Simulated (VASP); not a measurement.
Wanted: the native input for a VASP 6.6.1 run.

| Quantity | Value |
| --- | --- |
| Task | single point |
| Functional | r2SCAN |
| Potentials or basis | VASP PAW PBE potentials, release 64 (Cu, O) |
| Cutoff | 520 eV |
| k mesh | 12 × 12 × 8 |
| Occupations | gaussian, width 0.02 eV |
| Spin | collinear spin |
| Starting moments | [0.5, 0.5, 0.0, 0.0] μB |
| Hubbard terms | Cu d U = 4.0 eV |
| Dipole correction | no |
| Further INCAR settings | ALGO = Normal; EDIFF = 1e-07; NBANDS = 29 |

Crystal: CuO.

```xyz
4
Lattice="1.9910 -2.1536 0.0000 1.9910 2.1536 0.0000 0.0000 0.0000 5.1559" Properties=species:S:1:pos:R:3 pbc="T T T"
Cu    0.9955    1.0768    0.0000
Cu    0.9955   -1.0768    2.5780
O     1.9910    0.0000    1.2890
O     1.9910    0.0000    3.8669
```

One way to write it, as run:

POSCAR

```
CuO
1.0
    1.9909680000     -2.1535500000      0.0000000000
    1.9909680000      2.1535500000      0.0000000000
    0.0000000000      0.0000000000      5.1559280000
Cu O
2 2
Direct
    0.0000000000      0.5000000000      0.0000000000
    0.5000000000      0.0000000000      0.5000000000
    0.5000000000      0.5000000000      0.2500000000
    0.5000000000      0.5000000000      0.7500000000
```

INCAR.step1

```
ALGO = Normal
EDIFF = 1E-4
ENCUT = 520
GGA = PE
ISMEAR = 0
ISPIN = 2
LASPH = T
LCHARG = F
LDAU = T
LDAUJ = 0 0
LDAUL = 2 -1
LDAUTYPE = 2
LDAUU = 4 0
LMAXMIX = 4
LREAL = F
LWAVE = T
MAGMOM = 0.5 0.5 0 0
NBANDS = 29
NELM = 150
PREC = Accurate
SIGMA = 0.02
```

INCAR.step2

```
ALGO = Normal
EDIFF = 1E-7
ENCUT = 520
ISIF = 2
ISMEAR = 0
ISPIN = 2
ISTART = 1
LASPH = T
LCHARG = F
LDAU = T
LDAUJ = 0 0
LDAUL = 2 -1
LDAUPRINT = 1
LDAUTYPE = 2
LDAUU = 4 0
LMAXMIX = 4
LMIXTAU = T
LORBIT = 11
LREAL = F
LWAVE = F
MAGMOM = 0.5 0.5 0 0
METAGGA = R2SCAN
NBANDS = 29
NELM = 150
PREC = Accurate
SIGMA = 0.02
```

KPOINTS

```
k-points
0
Gamma
  12 12 8
```

Potentials or basis: VASP PAW PBE potentials, release 64 (Cu, O).

Run with:

```bash
$ cat potpaw_PBE.64/Cu/POTCAR potpaw_PBE.64/O/POTCAR > POTCAR
$ cp INCAR.step1 INCAR
$ mpirun -np 1 vasp_std > vasp.out
$ cp INCAR.step2 INCAR
$ mpirun -np 1 vasp_std > vasp.out
```

Results of the run:

```
Pressure                                              : -4.9 GPa
Band gap on the k mesh                                : 0.72 eV
Net moment                                            : 2.00 μB per cell
Site moments                                          : Cu +0.70; O +0.28 μB
Valence electrons inside the program's atomic spheres : Cu 9.90; O 5.03
```

Caveat: the cell stands under tension; semilocal functionals underestimate gaps, and a narrow one can read as zero; the PAW data sets were made with another functional, which shifts forces and pressure a little.

Run time: 53 min on 1 thread of Oxide Virtual Turin-like Processor (shared host), peak memory 0.44 GiB.
